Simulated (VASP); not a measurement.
# Mo (Im-3m) in VASP: single point with PBE

Aim: the single point of Mo with PBE.

Everything below comes from runs of VASP 6.6.1. Logs are shortened: lines on timing, memory, paths and dates and some standing lists are left out, and cuts for length are marked.

## (1) The cell of the first run

The structure is cubic, space group Im-3m (No. 229). The conventional cell has a = 3.160 Å, b = 3.160 Å, c = 3.160 Å, α = 90.00°, β = 90.00°, γ = 90.00°. Within 3.6 Å of Mo (site symmetry m-3m) lie 14 Mo at 2.74 to 3.16 Å.

## (2) Single point, PBE

Contents of INCAR:

```
PREC = Accurate
ENCUT = 520
EDIFF = 1E-7
ISMEAR = 0
SIGMA = 0.15
LREAL = F
LASPH = T
NELM = 60
ALGO = Fast
ISIF = 2
LWAVE = F
LCHARG = F
GGA = PE
NBANDS = 66
```

Contents of KPOINTS:

```
Automatic mesh
0
Gamma
  14 14 14
```

Contents of POSCAR:

```
Mo
1.0
   -3.1604388711     -3.1604388711      3.1604388711
   -3.1604388711      3.1604388711     -3.1604388711
    3.1604388711     -3.1604388711     -3.1604388711
Mo
8
Direct
    0.5000000000      0.5000000000      0.5000000000
    0.0000000000      0.5000000000      0.5000000000
    0.5000000000      0.0000000000      0.5000000000
    0.0000000000      0.0000000000      0.5000000000
    0.5000000000      0.5000000000      0.0000000000
    0.0000000000      0.5000000000      0.0000000000
    0.5000000000      0.0000000000      0.0000000000
    0.0000000000      0.0000000000      0.0000000000
```

Potentials or basis: VASP PAW PBE potentials, release 64 (Mo_sv).

On the command line:

```bash
$ cat potpaw_PBE.64/Mo_sv/POTCAR > POTCAR
$ mpirun -np 1 vasp_std > vasp.out
```

OUTCAR:

```text
PREC = Accurate
   ENCUT = 520
   EDIFF = 1E-7
   ISMEAR = 0
   LREAL = F
   LASPH = T
   NELM = 60
   ISIF = 2
   GGA = PE

 ion  position               nearest neighbor table
   1  0.500  0.500  0.500-   2 2.74   3 2.74   5 2.74   8 2.74   5 2.74   3 2.74   2 2.74   8 2.74
                             7 3.16   7 3.16   4 3.16   6 3.16   4 3.16   6 3.16
   2  0.000  0.500  0.500-   1 2.74   4 2.74   6 2.74   7 2.74   6 2.74   4 2.74   1 2.74   7 2.74
                             5 3.16   8 3.16   8 3.16   5 3.16   3 3.16   3 3.16
   3  0.500  0.000  0.500-   1 2.74   4 2.74   6 2.74   7 2.74   7 2.74   1 2.74   4 2.74   6 2.74
                             5 3.16   5 3.16   8 3.16   8 3.16   2 3.16   2 3.16
   4  0.000  0.000  0.500-   2 2.74   3 2.74   5 2.74   8 2.74   8 2.74   2 2.74   3 2.74   5 2.74
                             7 3.16   6 3.16   1 3.16   7 3.16   1 3.16   6 3.16
   5  0.500  0.500  0.000-   1 2.74   4 2.74   6 2.74   7 2.74   1 2.74   7 2.74   6 2.74   4 2.74
                             2 3.16   3 3.16   8 3.16   2 3.16   8 3.16   3 3.16
   6  0.000  0.500  0.000-   2 2.74   3 2.74   5 2.74   8 2.74   2 2.74   8 2.74   5 2.74   3 2.74
                             7 3.16   4 3.16   4 3.16   1 3.16   7 3.16   1 3.16
   7  0.500  0.000  0.000-   2 2.74   3 2.74   5 2.74   8 2.74   3 2.74   5 2.74   8 2.74   2 2.74
                             6 3.16   1 3.16   4 3.16   4 3.16   6 3.16   1 3.16
   8  0.000  0.000  0.000-   1 2.74   4 2.74   6 2.74   7 2.74   4 2.74   6 2.74   7 2.74   1 2.74
                             3 3.16   2 3.16   2 3.16   3 3.16   5 3.16   5 3.16

  LATTYP: Found a body centered cubic cell.
 ALAT       =     6.3208777422

  Lattice vectors:

 A1 = (  -3.1604388711,  -3.1604388711,   3.1604388711)
 A2 = (  -3.1604388711,   3.1604388711,  -3.1604388711)
 A3 = (   3.1604388711,  -3.1604388711,  -3.1604388711)

Analysis of symmetry for initial positions (statically):
=====================================================================
 Subroutine PRICEL returns following result:

  LATTYP: Found a body centered cubic cell.
 ALAT       =     3.1604388711

  Lattice vectors:

 A1 = (  -1.5802194356,  -1.5802194356,   1.5802194356)
 A2 = (  -1.5802194356,   1.5802194356,  -1.5802194356)
 A3 = (   1.5802194356,  -1.5802194356,  -1.5802194356)

   8 primitive cells build up your supercell.

 Routine SETGRP: Setting up the symmetry group for a
 body centered cubic supercell.

 Subroutine GETGRP returns: Found 48 space group operations
 (whereof 48 operations were pure point group operations)
 out of a pool of 48 trial point group operations.

The static configuration has the point symmetry O_h .

Analysis of symmetry for dynamics (positions and initial velocities):
=====================================================================
 Subroutine PRICEL returns following result:

  LATTYP: Found a body centered cubic cell.
 ALAT       =     3.1604388711

  Lattice vectors:

 A1 = (  -1.5802194356,  -1.5802194356,   1.5802194356)
 A2 = (  -1.5802194356,   1.5802194356,  -1.5802194356)
 A3 = (   1.5802194356,  -1.5802194356,  -1.5802194356)

   8 primitive cells build up your supercell.

 Routine SETGRP: Setting up the symmetry group for a
 body centered cubic supercell.

 Subroutine GETGRP returns: Found 48 space group operations
 (whereof 48 operations were pure point group operations)
 out of a pool of 48 trial point group operations.

The dynamic configuration has the point symmetry O_h .

 Subroutine INISYM returns: Found 48 space group operations
 (whereof 48 operations are pure point group operations),
 and found     8 'primitive' translations

----------------------------------------------------------------------------------------

                                     Primitive cell

  volume of cell :      15.7838

  direct lattice vectors                    reciprocal lattice vectors
    -1.580219436 -1.580219436  1.580219436    -0.316411752 -0.316411752  0.000000000
    -1.580219436  1.580219436 -1.580219436    -0.316411752  0.000000000 -0.316411752
     1.580219436 -1.580219436 -1.580219436     0.000000000 -0.316411752 -0.316411752

  length of vectors
     2.737020349  2.737020349  2.737020349     0.447473791  0.447473791  0.447473791

  position of ions in fractional coordinates (direct lattice)
     0.000000000  0.000000000  0.000000000

  ion indices of the primitive-cell ions
   primitive index   ion index
                 1           1

----------------------------------------------------------------------------------------

 KPOINTS: Automatic mesh

Automatic generation of k-mesh.
 Grid dimensions read from file:
 generate k-points for:   14   14   14

 Generating k-lattice:

  Cartesian coordinates                     Fractional coordinates (reciprocal lattice)
    -0.011300420 -0.011300420  0.000000000     0.071428571  0.000000000  0.000000000
    -0.011300420  0.000000000 -0.011300420     0.000000000  0.071428571  0.000000000
     0.000000000 -0.011300420 -0.011300420     0.000000000  0.000000000  0.071428571

  Length of vectors
     0.015981207  0.015981207  0.015981207

  Shift w.r.t. Gamma in fractional coordinates (k-lattice)
     0.000000000  0.000000000  0.000000000

 Subroutine IBZKPT returns following result:
 ===========================================

 Found    104 irreducible k-points:

 Following reciprocal coordinates:
            Coordinates               Weight
  0.000000  0.000000  0.000000      1.000000
  0.071429  0.000000  0.000000     12.000000
  0.142857  0.000000  0.000000     12.000000
  0.214286  0.000000  0.000000     12.000000
  0.285714  0.000000  0.000000     12.000000
  0.357143  0.000000  0.000000     12.000000
[... 16 lines left out ...]
  0.285714  0.285714  0.000000     24.000000
  0.357143  0.285714  0.000000     24.000000
 [... further k-points ...]
   k-points           NKPTS =    104   k-points in BZ     NKDIM =    104   number of bands    NBANDS=     66
   number of dos      NEDOS =    301   number of ions     NIONS =      8
   total plane-waves  NPLWV =  74088
   dimension x,y,z NGX =    42 NGY =   42 NGZ =   42
   dimension x,y,z NGXF=    84 NGYF=   84 NGZF=   84
   ions per type =               8
   NGX,Y,Z   is equivalent  to a cutoff of  12.76, 12.76, 12.76 a.u.
   NGXF,Y,Z  is equivalent  to a cutoff of  25.51, 25.51, 25.51 a.u.
 SYSTEM =  unknown system
   PREC   = accura    normal or accurate (medium, high low for compatibility)
   ISTART =      0    job   : 0-new  1-cont  2-samecut
   ICHARG =      2    charge: 1-file 2-atom 10-const
   ISPIN  =      1    spin polarized calculation?
   LNONCOLLINEAR =      F non collinear calculations
   LSORBIT =      F    spin-orbit coupling
   LASPH  =      T    aspherical Exc in radial PAW
   ENCUT  =  520.0 eV  38.22 Ry    6.18 a.u.  10.18 10.18 10.18*2*pi/ulx,y,z
   NELM   =     60;   NELMIN=  2; NELMDL= -5     # of ELM steps
   EDIFF  = 0.1E-06   stopping-criterion for ELM
   LREAL  =      F    real-space projection
   EDIFFG = 0.1E-05   stopping-criterion for IOM
   NSW    =      0    number of steps for IOM
   IBRION =     -1    ionic relax: 0-MD 1-quasi-New 2-CG
   NFREE  =      0    steps in history (QN), initial steepest desc. (CG)
   ISIF   =      2    stress and relaxation
   ISYM   =      2    0-nonsym 1-usesym 2-fastsym
   POTIM  = 0.5000    time-step for ionic-motion
   TEBEG  =    0.0;   TEEND  =   0.0 temperature during run
   PSTRESS=    0.0 pullay stress
   NELECT =     112.0000    total number of electrons
   NUPDOWN=      -1.0000    fix difference up-down
   EMIN   =  10.00;   EMAX   =-10.00  energy-range for DOS
   EFERMI =   0.00;   METHOD = LEGACY
   ISMEAR =     0;   SIGMA  =   0.15  broadening in eV -4-tet -1-fermi 0-gaus
   EFERMI_NEDOS =   21; number of points for ismear=-14 and -15
   IALGO  =     68    algorithm
   IMIX   =      4    mixing-type and parameters
     AMIX     =   0.40;   BMIX     =  1.00
     AMIX_MAG =   1.60;   BMIX_MAG =  1.00
  volume/ion in A,a.u.               =      15.78       106.51
  Fermi-wavevector in a.u.,A,eV,Ry     =   1.572945  2.972434 33.662922  2.474155
  Thomas-Fermi vector in A             =   2.674303
   LORBIT       =      0    0 simple, 1 ext, 2 COOP (PROOUT), +10 PAW based schemes
   GGA     = PE    functional components
   LHFCALC =     F    Hartree Fock is set to
   AEXX    =    0.0000 exact exchange contribution
   IVDW    =     0    specifies the selected vdW correction
   LEPSILON=     F    determine dielectric tensor
   LRPA    =     F    only Hartree local field effects (RPA)
 non-spin polarized calculation
 RMM-DIIS sequential band-by-band and
 Gauss-broadening in eV      SIGMA  =   0.15
  energy-cutoff  :      520.00
  volume of cell :      126.27
 maximum number of plane-waves:      3463
 NGX is ok and might be reduce to    42
   NGX = 21   NGY = 21   NGZ = 21

 number of electron     112.0000027 magnetization

 Free energy of the ion-electron system (eV)
  ---------------------------------------------------
  ext. energy  EPLUGINS =         0.00000000
  ---------------------------------------------------
  free energy    TOTEN  =       -87.50621023 eV

  energy without entropy =      -87.44412419  energy(sigma->0) =      -87.47516721

 E-fermi :  12.4680     XC(G=0): -13.3364

 val. band max:       12.4677895674   @ k =  -0.4286   0.4286   0.2857
 cond. band min:      12.4705366687   @ k =   0.1429   0.0714   0.0714
 fundamental gap:      0.0027471014
 Fermi energy:        12.4679736877

 k-point     1 :       0.0000    0.0000    0.0000
  band No.  band energies     occupation
      1     -48.8449      2.00000
      2     -48.5902      2.00000
      3     -48.5902      2.00000
      4     -48.5902      2.00000
      5     -48.5902      2.00000
      6     -48.5902      2.00000
[... 58 lines left out ...]
     65      14.7247      0.00000
     66      14.7247      0.00000

 k-point     2 :       0.0714    0.0000    0.0000
  band No.  band energies     occupation
      1     -48.8417      2.00000
      2     -48.5935      2.00000
      3     -48.5902      2.00000
      4     -48.5902      2.00000
      5     -48.5902      2.00000
      6     -48.5902      2.00000
[... 1576 lines left out ...]
     65      14.4194      0.00000
     66      14.5366      0.00000

 [... further k-points ...]

------------------------ aborting loop because EDIFF is reached ----------------------------------------

  FORCE on cell =-STRESS in cart. coord.  units (eV):
  Direction    XX          YY          ZZ          XY          YZ          ZX
  --------------------------------------------------------------------------------------
  -------------------------------------------------------------------------------------
  Total        0.5239347      0.5239347      0.5239347     -0.0000000     -0.0000000      0.0000000
  in kB        6.6479161      6.6479161      6.6479161     -0.0000000     -0.0000000      0.0000000
  external PRESSURE =       6.6479161 kB  Pullay stress =       0.0000000 kB

 VOLUME and BASIS-vectors are now :
 -----------------------------------------------------------------------------
  energy-cutoff  :      520.00
  volume of cell :      126.27
      direct lattice vectors                 reciprocal lattice vectors
    -3.160438871 -3.160438871  3.160438871    -0.158205876 -0.158205876  0.000000000
    -3.160438871  3.160438871 -3.160438871    -0.158205876  0.000000000 -0.158205876
     3.160438871 -3.160438871 -3.160438871     0.000000000 -0.158205876 -0.158205876

 POSITION                                       TOTAL-FORCE (eV/Angst)
 -----------------------------------------------------------------------------------
     -1.58022     -1.58022     -1.58022        -0.000000     -0.000000      0.000000
      0.00000      0.00000     -3.16044         0.000000      0.000000     -0.000000
      0.00000     -3.16044      0.00000        -0.000000      0.000000     -0.000000
      1.58022     -1.58022     -1.58022         0.000000      0.000000     -0.000000
     -3.16044      0.00000      0.00000        -0.000000     -0.000000      0.000000
     -1.58022      1.58022     -1.58022        -0.000000     -0.000000      0.000000
     -1.58022     -1.58022      1.58022         0.000000     -0.000000     -0.000000
      0.00000      0.00000      0.00000        -0.000000     -0.000000      0.000000
 -----------------------------------------------------------------------------------
    total drift:                               -0.000000      0.000000      0.000000

  FREE ENERGIE OF THE ION-ELECTRON SYSTEM (eV)
  ---------------------------------------------------
  free  energy   TOTEN  =       -87.5062102295 eV

  energy  without entropy=      -87.4441241929  energy(sigma->0) =      -87.47516721
```

Run time: 34 min. Hardware: 1 thread of Intel Xeon 8259CL, shared host; peak memory 0.66 GiB.

Results:

```yaml
Free_energy: -87.5062 eV
Pressure: 0.7 GPa
Band_gap_on_the_k_mesh: zero (bands 56 and 57 overlap by 2.21 eV)
```
